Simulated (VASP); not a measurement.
# Cu (Fm-3m) in VASP: further runs, part 2 of 2

VASP 6.6.1. The steps go on from the part before.

### 4 Single point, r2SCAN

Contents of POSCAR:

```
Cu
1.0
    0.0000000000      1.7887710136      1.7887710136
    1.7887710136      0.0000000000      1.7887710136
    1.7887710136      1.7887710136      0.0000000000
Cu
1
Direct
    0.0000000000      0.0000000000      0.0000000000
```

Contents of INCAR.step1:

```
SYSTEM = Cu
PREC = Accurate
ENCUT = 520
ISMEAR = -4
SIGMA = 0.1
LREAL = .False.
LASPH = .True.
NELM = 80
NBANDS = 12
GGA = PE
ALGO = Normal
EDIFF = 1E-4
LWAVE = .True.
LCHARG = .False.
```

Contents of INCAR.step2:

```
SYSTEM = Cu
PREC = Accurate
ENCUT = 520
EDIFF = 1E-6
ISMEAR = -4
SIGMA = 0.1
LREAL = .False.
LASPH = .True.
NELM = 80
ALGO = Normal
ISIF = 2
LWAVE = .False.
LCHARG = .False.
METAGGA = R2SCAN
LMIXTAU = .True.
NBANDS = 12
ISTART = 1
```

Contents of KPOINTS:

```
Automatic mesh
0
Gamma
  18 18 18
  0 0 0
```

Potentials or basis: VASP PAW PBE potentials, release 64 (Cu).

On the command line:

```bash
> cat potpaw_PBE.64/Cu/POTCAR > POTCAR
> cp INCAR.step1 INCAR
> mpirun -np 1 vasp_std > vasp.out
> cp INCAR.step2 INCAR
> mpirun -np 1 vasp_std > vasp.out
```

OUTCAR:

```text
SYSTEM = Cu
   PREC = Accurate
   ENCUT = 520
   EDIFF = 1E-6
   ISMEAR = -4
   LREAL = .False.
   LASPH = .True.
   NELM = 80
   ISIF = 2
   METAGGA = R2SCAN
   ISTART = 1

 ion  position               nearest neighbor table
   1  0.000  0.000  0.000-

  LATTYP: Found a face centered cubic cell.
 ALAT       =     3.5775420272

  Lattice vectors:

 A1 = (   0.0000000000,   1.7887710136,   1.7887710136)
 A2 = (   1.7887710136,   0.0000000000,   1.7887710136)
 A3 = (   1.7887710136,   1.7887710136,   0.0000000000)

Analysis of symmetry for initial positions (statically):
=====================================================================
 Subroutine PRICEL returns:
 Original cell was already a primitive cell.

 Routine SETGRP: Setting up the symmetry group for a
 face centered cubic supercell.

 Subroutine GETGRP returns: Found 48 space group operations
 (whereof 48 operations were pure point group operations)
 out of a pool of 48 trial point group operations.

The static configuration has the point symmetry O_h .

Analysis of symmetry for dynamics (positions and initial velocities):
=====================================================================
 Subroutine PRICEL returns:
 Original cell was already a primitive cell.

 Routine SETGRP: Setting up the symmetry group for a
 face centered cubic supercell.

 Subroutine GETGRP returns: Found 48 space group operations
 (whereof 48 operations were pure point group operations)
 out of a pool of 48 trial point group operations.

The dynamic configuration has the point symmetry O_h .

 Subroutine INISYM returns: Found 48 space group operations
 (whereof 48 operations are pure point group operations),
 and found     1 'primitive' translations

----------------------------------------------------------------------------------------

                                     Primitive cell

  volume of cell :      11.4471

  direct lattice vectors                    reciprocal lattice vectors
     0.000000000  1.788771014  1.788771014    -0.279521524  0.279521524  0.279521524
     1.788771014  0.000000000  1.788771014     0.279521524 -0.279521524  0.279521524
     1.788771014  1.788771014  0.000000000     0.279521524  0.279521524 -0.279521524

  length of vectors
     2.529704227  2.529704227  2.529704227     0.484145482  0.484145482  0.484145482

  position of ions in fractional coordinates (direct lattice)
     0.000000000  0.000000000  0.000000000

  ion indices of the primitive-cell ions
   primitive index   ion index
                 1           1

----------------------------------------------------------------------------------------

 KPOINTS: Automatic mesh

Automatic generation of k-mesh.
 Grid dimensions read from file:
 generate k-points for:   18   18   18

 Generating k-lattice:

  Cartesian coordinates                     Fractional coordinates (reciprocal lattice)
    -0.015528974  0.015528974  0.015528974     0.055555556  0.000000000  0.000000000
     0.015528974 -0.015528974  0.015528974     0.000000000  0.055555556  0.000000000
     0.015528974  0.015528974 -0.015528974     0.000000000  0.000000000  0.055555556

  Length of vectors
     0.026896971  0.026896971  0.026896971

  Shift w.r.t. Gamma in fractional coordinates (k-lattice)
     0.000000000  0.000000000  0.000000000

 TETIRR: Found    806 inequivalent tetrahedra from    34992

 Subroutine IBZKPT returns following result:
 ===========================================

 Found    195 irreducible k-points:

 Following reciprocal coordinates:
            Coordinates               Weight
  0.000000  0.000000  0.000000      1.000000
  0.055556  0.000000  0.000000      8.000000
  0.111111  0.000000  0.000000      8.000000
  0.166667  0.000000  0.000000      8.000000
  0.222222  0.000000  0.000000      8.000000
  0.277778  0.000000  0.000000      8.000000
[... 16 lines left out ...]
 -0.277778  0.055556  0.000000     24.000000
 -0.222222  0.055556  0.000000     24.000000
 [... further k-points ...]
   k-points           NKPTS =    195   k-points in BZ     NKDIM =    195   number of bands    NBANDS=     12
   number of dos      NEDOS =    301   number of ions     NIONS =      1
   total plane-waves  NPLWV =   8000
   dimension x,y,z NGX =    20 NGY =   20 NGZ =   20
   dimension x,y,z NGXF=    40 NGYF=   40 NGZF=   40
   ions per type =               1
   NGX,Y,Z   is equivalent  to a cutoff of  13.14, 13.14, 13.14 a.u.
   NGXF,Y,Z  is equivalent  to a cutoff of  26.29, 26.29, 26.29 a.u.
 SYSTEM =  Cu
   PREC   = accura    normal or accurate (medium, high low for compatibility)
   ISTART =      1    job   : 0-new  1-cont  2-samecut
   ICHARG =      0    charge: 1-file 2-atom 10-const
   ISPIN  =      1    spin polarized calculation?
   LNONCOLLINEAR =      F non collinear calculations
   LSORBIT =      F    spin-orbit coupling
   LASPH  =      T    aspherical Exc in radial PAW
   ENCUT  =  520.0 eV  38.22 Ry    6.18 a.u.   4.70  4.70  4.70*2*pi/ulx,y,z
   NELM   =     80;   NELMIN=  2; NELMDL=  0     # of ELM steps
   EDIFF  = 0.1E-05   stopping-criterion for ELM
   LREAL  =      F    real-space projection
   EDIFFG = 0.1E-04   stopping-criterion for IOM
   NSW    =      0    number of steps for IOM
   IBRION =     -1    ionic relax: 0-MD 1-quasi-New 2-CG
   NFREE  =      0    steps in history (QN), initial steepest desc. (CG)
   ISIF   =      2    stress and relaxation
   ISYM   =      2    0-nonsym 1-usesym 2-fastsym
   POTIM  = 0.5000    time-step for ionic-motion
   TEBEG  =    0.0;   TEEND  =   0.0 temperature during run
   PSTRESS=    0.0 pullay stress
   NELECT =      11.0000    total number of electrons
   NUPDOWN=      -1.0000    fix difference up-down
   EMIN   =  10.00;   EMAX   =-10.00  energy-range for DOS
   EFERMI =   0.00;   METHOD = LEGACY
   ISMEAR =    -4;   SIGMA  =   0.10  broadening in eV -4-tet -1-fermi 0-gaus
   EFERMI_NEDOS =   21; number of points for ismear=-14 and -15
   IALGO  =     38    algorithm
   IMIX   =      4    mixing-type and parameters
     AMIX     =   0.40;   BMIX     =  1.00
     AMIX_MAG =   1.60;   BMIX_MAG =  1.00
  volume/ion in A,a.u.               =      11.45        77.25
  Fermi-wavevector in a.u.,A,eV,Ry     =   1.615503  3.052857 35.509144  2.609848
  Thomas-Fermi vector in A             =   2.710240
   LORBIT       =      0    0 simple, 1 ext, 2 COOP (PROOUT), +10 PAW based schemes
   METAGGA = R2SCAN    functional components
   LHFCALC =     F    Hartree Fock is set to
   AEXX    =    0.0000 exact exchange contribution
   IVDW    =     0    specifies the selected vdW correction
   LEPSILON=     F    determine dielectric tensor
   LRPA    =     F    only Hartree local field effects (RPA)
 non-spin polarized calculation
 Fermi weights with tetrahedron method witout Bloechl corrections
  energy-cutoff  :      520.00
  volume of cell :       11.45
 maximum number of plane-waves:       331
   NGX =  9   NGY =  9   NGZ =  9

 number of electron      11.0000012 magnetization

 Free energy of the ion-electron system (eV)
  ---------------------------------------------------
  ext. energy  EPLUGINS =         0.00000000
  ---------------------------------------------------
  free energy    TOTEN  =       -10.80069018 eV

  energy without entropy =      -10.80069018  energy(sigma->0) =      -10.80069018

 E-fermi :   7.8268     XC(G=0): -13.9590

 val. band max:        7.7851737981   @ k =  -0.4444   0.1111   0.0556
 cond. band min:       7.9011148962   @ k =   0.4444   0.3889   0.0000
 fundamental gap:      0.1159410981
 Fermi energy:         7.8268146133

 k-point     1 :       0.0000    0.0000    0.0000
  band No.  band energies     occupation
      1      -2.1319      2.00000
      2       4.5413      2.00000
      3       4.5414      2.00000
      4       4.5414      2.00000
      5       5.3977      2.00000
      6       5.3977      2.00000
      7      31.4303      0.00000
      8      34.7129      0.00000
      9      34.7129      0.00000
     10      34.7132      0.00000
     11      37.1253      0.00000
     12      37.1254      0.00000
[... 331 lines left out ...]
 k-point    24 :      -0.2222    0.0556    0.0000
  band No.  band energies     occupation
      1       0.0668      2.00000
      2       4.2207      2.00000
      3       4.7013      2.00000
      4       4.7428      2.00000
      5       5.3516      2.00000
      6       5.6122      2.00000
      7      21.5994      0.00000
      8      28.9812      0.00000
      9      32.7889      0.00000
     10      34.1670      0.00000
     11      36.7527      0.00000
     12      37.3699      0.00000

 [... further k-points ...]

------------------------ aborting loop because EDIFF is reached ----------------------------------------

  FORCE on cell =-STRESS in cart. coord.  units (eV):
  Direction    XX          YY          ZZ          XY          YZ          ZX
  --------------------------------------------------------------------------------------
  -------------------------------------------------------------------------------------
  Total        0.0383832      0.0383832      0.0383832      0.0000000     -0.0000000      0.0000000
  in kB        5.3722672      5.3722672      5.3722672      0.0000000     -0.0000000      0.0000000
  external PRESSURE =       5.3722672 kB  Pullay stress =       0.0000000 kB

 VOLUME and BASIS-vectors are now :
 -----------------------------------------------------------------------------
  energy-cutoff  :      520.00
  volume of cell :       11.45
      direct lattice vectors                 reciprocal lattice vectors
     0.000000000  1.788771014  1.788771014    -0.279521524  0.279521524  0.279521524
     1.788771014  0.000000000  1.788771014     0.279521524 -0.279521524  0.279521524
     1.788771014  1.788771014  0.000000000     0.279521524  0.279521524 -0.279521524

 POSITION                                       TOTAL-FORCE (eV/Angst)
 -----------------------------------------------------------------------------------
      0.00000      0.00000      0.00000         0.000000     -0.000000      0.000000
 -----------------------------------------------------------------------------------
    total drift:                                0.000000      0.000000      0.000000

  FREE ENERGIE OF THE ION-ELECTRON SYSTEM (eV)
  ---------------------------------------------------
  free  energy   TOTEN  =       -10.8006901789 eV

  energy  without entropy=      -10.8006901789  energy(sigma->0) =      -10.80069018
```

OSZICAR.step1:

```text
N       E                     dE             d eps       ncg     rms          rms(c)
DAV:   1     0.437328093381E+02    0.43733E+02   -0.53968E+03  5188   0.156E+03
DAV:   2    -0.324253246312E+01   -0.46975E+02   -0.43405E+02  4792   0.208E+02
DAV:   3    -0.460564255961E+01   -0.13631E+01   -0.13565E+01  5436   0.408E+01
DAV:   4    -0.461366760288E+01   -0.80250E-02   -0.80240E-02  5316   0.276E+00
DAV:   5    -0.461374122216E+01   -0.73619E-04   -0.73618E-04  5620   0.267E-01    0.774E+00
DAV:   6    -0.404778148130E+01    0.56596E+00   -0.14142E+01  5584   0.719E+01    0.374E+00
DAV:   7    -0.370458808210E+01    0.34319E+00   -0.21707E+00  5612   0.280E+01    0.626E-01
DAV:   8    -0.369204006176E+01    0.12548E-01   -0.44752E-03  5812   0.782E-01    0.270E-01
DAV:   9    -0.369074993859E+01    0.12901E-02   -0.77162E-03  5864   0.153E+00    0.281E-02
DAV:  10    -0.369075307659E+01   -0.31380E-05   -0.24826E-05  3008   0.910E-02
   1 F= -.36907531E+01 E0= -.36907531E+01  d E =0.000000E+00
```

Wall time 43 s (1 thread of Intel Xeon 6975P-C (Granite Rapids), shared host); peak memory 0.15 GiB.

Results:

```yaml
Free_energy: -10.8007 eV
Pressure: 0.5 GPa
```

Levels at points of the mesh, in eV from the Fermi level:
| k point | band 4 | band 5 | band 6 | band 7 | band 8 | band 9 |
| --- | --- | --- | --- | --- | --- | --- |
| (0.00, 0.00, 0.00) | -3.29 | -2.43 | -2.43 | 23.60 | 26.89 | 26.89 |
| (0.50, 0.00, 0.00) | -1.81 | -1.81 | -1.18 | 4.09 | 22.09 | 23.61 |
| (0.50, 0.50, 0.00) | -1.65 | -1.65 | 1.52 | 7.61 | 13.98 | 13.98 |

Caveat: the PAW data sets were made with another functional, which shifts forces and pressure a little.

### 5 Relaxation of cell and atoms, r2SCAN

This run uses another cell than the first one, of 11.81 Å³/atom, 1.032 times its volume.

Contents of POSCAR:

```
Cu
1.0
    0.0000000000      1.8075000000      1.8075000000
    1.8075000000      0.0000000000      1.8075000000
    1.8075000000      1.8075000000      0.0000000000
Cu
1
Direct
    0.0000000000      0.0000000000      0.0000000000
```

Contents of INCAR.step1:

```
  PREC = Accurate
  ENCUT = 600
  ISMEAR = -1
  SIGMA = 0.05
  LREAL = False
  LASPH = True
  NELM = 60
  GGA = PE
  ALGO = Normal
  EDIFF = 1E-4
  LWAVE = True
  LCHARG = False
```

Contents of INCAR.step2:

```
  PREC = Accurate
  ENCUT = 600
  EDIFF = 1E-7
  ISMEAR = -1
  SIGMA = 0.05
  LREAL = False
  LASPH = True
  NELM = 60
  ALGO = Normal
  ISIF = 3
  LWAVE = False
  LCHARG = False
  METAGGA = R2SCAN
  LMIXTAU = True
  IBRION = 2
  NSW = 100
  EDIFFG = -0.002
  ISTART = 1
```

Contents of KPOINTS:

```
regular mesh
0
Gamma
  18 18 18
```

On the command line:

```bash
> cat potpaw_PBE.64/Cu/POTCAR > POTCAR
> cp INCAR.step1 INCAR
> mpirun -np 1 vasp_std > vasp.out
> cp INCAR.step2 INCAR
> mpirun -np 1 vasp_std > vasp.out
```

Wall time 3.6 min (1 thread of Intel Xeon 6975P-C (Granite Rapids), shared host); peak memory 0.15 GiB.

It converged, with:

- Free energy: -10.8285 eV
- Relaxed volume: 11.49 Å³/atom
- Relaxed cell: a = 2.533 Å, b = 2.533 Å, c = 2.533 Å, α = 60.00°, β = 60.00°, γ = 60.00°
- Space group after relaxing (to 0.05 Å): Fm-3m (No. 225)
- Energy gained by relaxing: 4.1 meV/atom
- Ionic steps: 8
- Pressure after relaxing: 0.0 GPa

Step by step:
```csv
step,energy change (eV),largest force (eV/Å),pressure (GPa),volume (Å³)
1,0.0000,0.0000,-4.13,11.81
2,-0.0024,0.0000,2.74,11.30
3,-0.0041,0.0000,-0.03,11.50
4,-0.0041,0.0000,-0.03,11.49
5,-0.0037,0.0000,1.27,11.39
6,-0.0041,0.0000,0.07,11.48
7,-0.0041,0.0000,-0.05,11.49
8,-0.0041,0.0000,-0.03,11.49
```

Final structure:
```cif
data_structure
_symmetry_space_group_name_H-M 'P 1'
_symmetry_Int_Tables_number 1
_cell_length_a 2.5330
_cell_length_b 2.5330
_cell_length_c 2.5330
_cell_angle_alpha 60.000
_cell_angle_beta 60.000
_cell_angle_gamma 60.000
_cell_volume 11.49
loop_
_atom_site_label
_atom_site_type_symbol
_atom_site_fract_x
_atom_site_fract_y
_atom_site_fract_z
_atom_site_occupancy
Cu1 Cu 0.00000 0.00000 0.00000 1
```

Levels at points of the mesh, in eV from the Fermi level:
```
           k point  band 2  band 3  band 4  band 5  band 6  band 7  band 8  band 9
(0.00, 0.00, 0.00)   -3.19   -3.19   -3.19   -2.34   -2.34   23.64   26.89   26.89
(0.50, 0.00, 0.00)   -3.24   -3.24   -1.73   -1.73   -1.10    4.15   22.13   23.61
(0.50, 0.50, 0.00)   -4.70   -1.76   -1.57   -1.57    1.60    7.66   14.02   14.02
```

Caveat: the PAW data sets were made with another functional, which shifts forces and pressure a little.

### 6 Overview

```csv
task,cell,cutoff (eV),smearing,gap on the mesh (eV),pressure (GPa)
single point,"a = 2.530 Å, angles 60.0°, 1 atom",520,fermi-dirac 0.05 eV,none,0.5
single point,"a = 2.530 Å, angles 60.0°, 1 atom",520,tetrahedron,none,0.5
relaxation of cell and atoms,"relaxed from a = 2.556 Å, angles 60.0°, 1 atom",600,fermi-dirac 0.05 eV,none,0.0
```

Alike in all rows: level r2SCAN; potentials or basis VASP PAW PBE potentials, release 64 (Cu); no spin polarisation; k mesh 18 × 18 × 18.

Caveats: the PAW data sets were made with another functional, which shifts forces and pressure a little.

Total energies depend on the potentials used, so only differences within one code and one set of settings carry meaning.
